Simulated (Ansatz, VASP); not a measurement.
**Two plane-wave programs on GaSb3**

```
Ga Sb
1.0
    -0.04835    3.62200    3.62200
     3.57365    0.00000    3.57365
     3.62200    3.62200   -0.04835
Ga Sb
1 3
Direct
  0.00000 0.00000 0.00000
  0.25000 0.25000 0.25000
  0.75000 0.75000 0.75000
  0.50000 0.50000 0.50000
```

Change from the starting cell: engineering shear strain xz -0.0267, normal strain along z +0.0000.

Alike in both runs: task single point; functional LDA; k mesh 10 × 10 × 10; occupations gaussian, width 0.15 eV; no spin polarisation.

|  | VASP | Ansatz |
| --- | --- | --- |
| version | VASP 6.6.1 | Ansatz 0.2.0 |
| potentials or method | VASP PAW LDA potentials, release 64 (Ga_d, Sb), cutoff 520 eV | scalar-relativistic, plane waves, PAW |
| valence electrons in the cell | 28 | 58 |

|  | VASP | Ansatz | Ansatz less VASP |
| --- | --- | --- | --- |
| gap on the k mesh at the Fermi level (eV) | none | none | - |
| pressure (GPa) | 0.2 | 0.1 | -0.11 |
| traceless stress, the component that is largest in VASP (GPa) | 1.21 | 1.18 | -0.031 |
| rms of the force components (eV/Å) | 0.024 | 0.024 | -0.0006 |

Ansatz warns that its potentials were made for another functional, while VASP's fit it. LDA's correlation is that of Perdew and Zunger in VASP and of Perdew and Wang (1992) in Ansatz. Atom by atom the forces differ by 0.001 eV/Å (rms over components). A gap of «none» marks a metal or a gap that the smearing closes. VASP's potentials hold 28 valence electrons a cell and Ansatz's 58, so a difference there can come from the potentials and not from the codes.

Neither program's run includes spin-orbit coupling.
